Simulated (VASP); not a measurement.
# O (I4_1/amd) in VASP: a series of runs

The runs below take O through single point, relaxation of cell and atoms, with PBE.

Program: VASP 6.6.1. These are calculated values, not measurements. Logs are shortened: lines on timing, memory, paths and dates and some standing lists are left out, and cuts for length are marked.

**1. The cell of the first run**

It takes space group I4_1/amd (No. 141, tetragonal). The conventional cell has a = 3.469 Å, b = 3.469 Å, c = 2.911 Å, α = 90.00°, β = 90.00°, γ = 90.00°. O (site symmetry -4m2) has 4 O at 1.88 Å within 2.5 Å.

**2. Single point, PBE**

File INCAR:

```
SYSTEM = O
PREC     = Accurate       ! precision mode
ENCUT    = 520            ! plane-wave cutoff, eV
EDIFF    = 1E-6           ! SCF threshold, eV
ISMEAR   = 0              ! smearing method
SIGMA    = 0.1            ! smearing width, eV
LREAL    = .False.        ! projectors in reciprocal space
LASPH    = .True.         ! aspherical terms in the spheres
NELM     = 100            ! most SCF steps
ALGO     = Normal         ! electronic algorithm
ISIF     = 2              ! what is computed and relaxed
LWAVE    = .False.        ! write WAVECAR
LCHARG   = .True.         ! write CHGCAR
GGA      = PE             ! functional
LELF     = .True.         ! ELF
LVHAR    = .True.       
NBANDS   = 13             ! bands
```

File KPOINTS:

```
regular mesh
0
Gamma
  24 24 24
  0 0 0
```

File POSCAR:

```
O
1.0
   -1.7346231502      1.7346231502      1.4553225316
    1.7346231502     -1.7346231502      1.4553225316
    1.7346231502      1.7346231502     -1.4553225316
O
2
Direct
    0.0000000000      0.0000000000      0.0000000000
    0.7500000000      0.2500000000      0.5000000000
```

Potentials or basis: VASP PAW PBE potentials, release 64 (O).

Command:

```bash
$ cat potpaw_PBE.64/O/POTCAR > POTCAR
$ mpirun -np 1 vasp_std > vasp.out
```

OUTCAR:

```text
SYSTEM = O
   PREC = Accurate
   ENCUT = 520
   EDIFF = 1E-6
   ISMEAR = 0
   LREAL = .False.
   LASPH = .True.
   NELM = 100
   ISIF = 2
   GGA = PE

 ion  position               nearest neighbor table
   1  0.000  0.000  0.000-   2 1.88   2 1.88   2 1.88   2 1.88
   2  0.750  0.250  0.500-   1 1.88   1 1.88   1 1.88   1 1.88

  LATTYP: Found a body centered tetragonal cell.
 ALAT       =     3.4692463004
 C/A-ratio  =     0.8389848432

  Lattice vectors:

 A1 = (  -1.7346231502,   1.7346231502,   1.4553225316)
 A2 = (   1.7346231502,  -1.7346231502,   1.4553225316)
 A3 = (   1.7346231502,   1.7346231502,  -1.4553225316)

Analysis of symmetry for initial positions (statically):
=====================================================================
 Subroutine PRICEL returns:
 Original cell was already a primitive cell.

 Routine SETGRP: Setting up the symmetry group for a
 body centered tetragonal supercell.

 Subroutine GETGRP returns: Found 16 space group operations
 (whereof  8 operations were pure point group operations)
 out of a pool of 16 trial point group operations.

The static configuration has the point symmetry D_2d.
 The point group associated with its full space group is D_4h.

Analysis of symmetry for dynamics (positions and initial velocities):
=====================================================================
 Subroutine PRICEL returns:
 Original cell was already a primitive cell.

 Routine SETGRP: Setting up the symmetry group for a
 body centered tetragonal supercell.

 Subroutine GETGRP returns: Found 16 space group operations
 (whereof  8 operations were pure point group operations)
 out of a pool of 16 trial point group operations.

The dynamic configuration has the point symmetry D_2d.
 The point group associated with its full space group is D_4h.

 Subroutine INISYM returns: Found 16 space group operations
 (whereof  8 operations are pure point group operations),
 and found     1 'primitive' translations

----------------------------------------------------------------------------------------

                                     Primitive cell

  volume of cell :      17.5158

  direct lattice vectors                    reciprocal lattice vectors
    -1.734623150  1.734623150  1.455322532     0.000000000  0.288247047  0.343566453
     1.734623150 -1.734623150  1.455322532     0.288247047  0.000000000  0.343566453
     1.734623150  1.734623150 -1.455322532     0.288247047  0.288247047  0.000000000

  length of vectors
     2.852332137  2.852332137  2.852332137     0.448468803  0.448468803  0.407642883

  position of ions in fractional coordinates (direct lattice)
     0.000000000  0.000000000  0.000000000
     0.750000000  0.250000000  0.500000000

  ion indices of the primitive-cell ions
   primitive index   ion index
                 1           1
                 2           2

----------------------------------------------------------------------------------------

 KPOINTS: regular mesh

Automatic generation of k-mesh.
 Grid dimensions read from file:
 generate k-points for:   24   24   24

 Generating k-lattice:

  Cartesian coordinates                     Fractional coordinates (reciprocal lattice)
     0.000000000  0.012010294  0.014315269     0.041666667  0.000000000  0.000000000
     0.012010294  0.000000000  0.014315269     0.000000000  0.041666667  0.000000000
     0.012010294  0.012010294  0.000000000     0.000000000  0.000000000  0.041666667

  Length of vectors
     0.018686200  0.018686200  0.016985120

  Shift w.r.t. Gamma in fractional coordinates (k-lattice)
     0.000000000  0.000000000  0.000000000

 Subroutine IBZKPT returns following result:
 ===========================================

 Found   1063 irreducible k-points:

 Following reciprocal coordinates:
            Coordinates               Weight
  0.000000  0.000000  0.000000      1.000000
  0.041667  0.000000 -0.000000      8.000000
  0.083333  0.000000 -0.000000      8.000000
  0.125000  0.000000  0.000000      8.000000
  0.166667  0.000000 -0.000000      8.000000
  0.208333  0.000000 -0.000000      8.000000
[... 16 lines left out ...]
  0.416667  0.041667  0.000000     16.000000
  0.458333  0.041667  0.000000     16.000000
 [... further k-points ...]
   k-points           NKPTS =   1063   k-points in BZ     NKDIM =   1063   number of bands    NBANDS=     13
   number of dos      NEDOS =    301   number of ions     NIONS =      2
   total plane-waves  NPLWV =  13824
   dimension x,y,z NGX =    24 NGY =   24 NGZ =   24
   dimension x,y,z NGXF=    48 NGYF=   48 NGZF=   48
   ions per type =               2
   NGX,Y,Z   is equivalent  to a cutoff of  13.99, 13.99, 13.99 a.u.
   NGXF,Y,Z  is equivalent  to a cutoff of  27.98, 27.98, 27.98 a.u.
 SYSTEM =  O
   PREC   = accura    normal or accurate (medium, high low for compatibility)
   ISTART =      0    job   : 0-new  1-cont  2-samecut
   ICHARG =      2    charge: 1-file 2-atom 10-const
   ISPIN  =      1    spin polarized calculation?
   LNONCOLLINEAR =      F non collinear calculations
   LSORBIT =      F    spin-orbit coupling
   LASPH  =      T    aspherical Exc in radial PAW
   ENCUT  =  520.0 eV  38.22 Ry    6.18 a.u.   5.30  5.30  5.30*2*pi/ulx,y,z
   NELM   =    100;   NELMIN=  2; NELMDL= -5     # of ELM steps
   EDIFF  = 0.1E-05   stopping-criterion for ELM
   LREAL  =      F    real-space projection
   EDIFFG = 0.1E-04   stopping-criterion for IOM
   NSW    =      0    number of steps for IOM
   IBRION =     -1    ionic relax: 0-MD 1-quasi-New 2-CG
   NFREE  =      0    steps in history (QN), initial steepest desc. (CG)
   ISIF   =      2    stress and relaxation
   ISYM   =      2    0-nonsym 1-usesym 2-fastsym
   POTIM  = 0.5000    time-step for ionic-motion
   TEBEG  =    0.0;   TEEND  =   0.0 temperature during run
   PSTRESS=    0.0 pullay stress
   NELECT =      12.0000    total number of electrons
   NUPDOWN=      -1.0000    fix difference up-down
   EMIN   =  10.00;   EMAX   =-10.00  energy-range for DOS
   EFERMI =   0.00;   METHOD = LEGACY
   ISMEAR =     0;   SIGMA  =   0.10  broadening in eV -4-tet -1-fermi 0-gaus
   EFERMI_NEDOS =   21; number of points for ismear=-14 and -15
   IALGO  =     38    algorithm
   IMIX   =      4    mixing-type and parameters
     AMIX     =   0.40;   BMIX     =  1.00
     AMIX_MAG =   1.60;   BMIX_MAG =  1.00
  volume/ion in A,a.u.               =       8.76        59.10
  Fermi-wavevector in a.u.,A,eV,Ry     =   1.443196  2.727246 28.338426  2.082816
  Thomas-Fermi vector in A             =   2.561631
   LORBIT       =      0    0 simple, 1 ext, 2 COOP (PROOUT), +10 PAW based schemes
   GGA     = PE    functional components
   LHFCALC =     F    Hartree Fock is set to
   AEXX    =    0.0000 exact exchange contribution
   IVDW    =     0    specifies the selected vdW correction
   LEPSILON=     F    determine dielectric tensor
   LRPA    =     F    only Hartree local field effects (RPA)
 non-spin polarized calculation
 Gauss-broadening in eV      SIGMA  =   0.10
  energy-cutoff  :      520.00
  volume of cell :       17.52
 maximum number of plane-waves:       491
 NGX is ok and might be reduce to    24
   NGX = 11   NGY = 11   NGZ = 11

 number of electron      12.0000001 magnetization

 Free energy of the ion-electron system (eV)
  ---------------------------------------------------
  ext. energy  EPLUGINS =         0.00000000
  ---------------------------------------------------
  free energy    TOTEN  =        -6.49342617 eV

  energy without entropy =       -6.49069449  energy(sigma->0) =       -6.49206033

 E-fermi :   1.8407     XC(G=0): -11.2256

 val. band max:        1.8361561897   @ k =  -0.3750   0.2917   0.0000
 cond. band min:       1.8410169117   @ k =  -0.4583   0.2083   0.0000
 fundamental gap:      0.0048607221
 Fermi energy:         1.8407266252

 k-point     1 :       0.0000    0.0000    0.0000
  band No.  band energies     occupation
      1     -20.2274      2.00000
      2     -11.4673      2.00000
      3      -2.8262      2.00000
      4      -2.8262      2.00000
      5       0.1903      2.00000
      6       0.6361      2.00000
      7       2.9226      0.00000
      8       2.9226      0.00000
      9      14.6287      0.00000
     10      20.0496      0.00000
     11      25.2262      0.00000
     12      26.3113      0.00000
     13      26.3113      0.00000

 k-point     2 :       0.0417    0.0000   -0.0000
  band No.  band energies     occupation
      1     -20.1995      2.00000
      2     -11.5095      2.00000
      3      -2.8485      2.00000
      4      -2.8013      2.00000
      5       0.1585      2.00000
      6       0.6060      2.00000
      7       2.9152      0.00000
      8       2.9271      0.00000
      9      14.7107      0.00000
     10      20.0803      0.00000
     11      24.8332      0.00000
     12      26.2073      0.00000
     13      26.6308      0.00000

 k-point     3 :       0.0833    0.0000   -0.0000
  band No.  band energies     occupation
      1     -20.1161      2.00000
      2     -11.6318      2.00000
      3      -2.9131      2.00000
      4      -2.7348      2.00000
      5       0.0608      2.00000
      6       0.5241      2.00000
      7       2.9016      0.00000
      8       2.9394      0.00000
      9      14.9474      0.00000
     10      20.1639      0.00000
     11      24.1663      0.00000
     12      25.9893      0.00000
     13      27.0645      0.00000
[... 305 lines left out ...]
 k-point    23 :       0.4167    0.0417    0.0000
  band No.  band energies     occupation
      1     -17.9528      2.00000
      2     -14.1881      2.00000
      3      -4.1180      2.00000
      4      -3.4508      2.00000
      5      -1.7159      2.00000
      6       1.3006      2.00000
      7       2.8950      0.00000
      8       3.1150      0.00000
      9      19.1020      0.00000
     10      20.0836      0.00000
     11      20.7479      0.00000
     12      29.7456      0.00000
     13      30.2756      0.00000

 k-point    24 :       0.4583    0.0417    0.0000
  band No.  band energies     occupation
      1     -17.8128      2.00000
      2     -14.3506      2.00000
      3      -4.1708      2.00000
      4      -3.4940      2.00000
      5      -1.7713      2.00000
      6       1.4888      2.00000
      7       2.8437      0.00000
      8       3.0900      0.00000
      9      19.2830      0.00000
     10      20.0076      0.00000
     11      20.6299      0.00000
     12      30.1802      0.00000
     13      30.5234      0.00000

 [... further k-points ...]
[... 5 lines left out ...]
  --------------------------------------------------------------------------------------
  -------------------------------------------------------------------------------------
  Total       -0.0034907     -0.0034907     -0.0320762      0.0000000      0.0000000      0.0000000
  in kB       -0.3192963     -0.3192963     -2.9340297      0.0000000      0.0000000      0.0000000
  external PRESSURE =      -1.1908741 kB  Pullay stress =       0.0000000 kB

 VOLUME and BASIS-vectors are now :
 -----------------------------------------------------------------------------
  energy-cutoff  :      520.00
  volume of cell :       17.52
      direct lattice vectors                 reciprocal lattice vectors
    -1.734623150  1.734623150  1.455322532     0.000000000  0.288247047  0.343566453
     1.734623150 -1.734623150  1.455322532     0.288247047  0.000000000  0.343566453
     1.734623150  1.734623150 -1.455322532     0.288247047  0.288247047  0.000000000

 POSITION                                       TOTAL-FORCE (eV/Angst)
 -----------------------------------------------------------------------------------
      0.00000      0.00000      0.00000         0.000000     -0.000000     -0.000000
      0.00000      1.73462      0.72766        -0.000000      0.000000      0.000000
 -----------------------------------------------------------------------------------
    total drift:                                0.000000      0.000000     -0.000000

  FREE ENERGIE OF THE ION-ELECTRON SYSTEM (eV)
  ---------------------------------------------------
  free  energy   TOTEN  =        -6.4934261704 eV

  energy  without entropy=       -6.4906944938  energy(sigma->0) =       -6.49206033
```

Wall time 1.9 min (1 thread of Intel Xeon Platinum 8259CL at 2.50GHz (Skylake/Cascade Lake), shared host); peak memory 0.28 GiB.

What came out:

```yaml
Free_energy: -6.4934 eV
Pressure: -0.1 GPa
Band_gap_on_the_k_mesh: zero (band 6 reaches 1.96 eV, above the bottom of band 7 at 1.61 eV)
```

(Continued in part 2 of 2.)
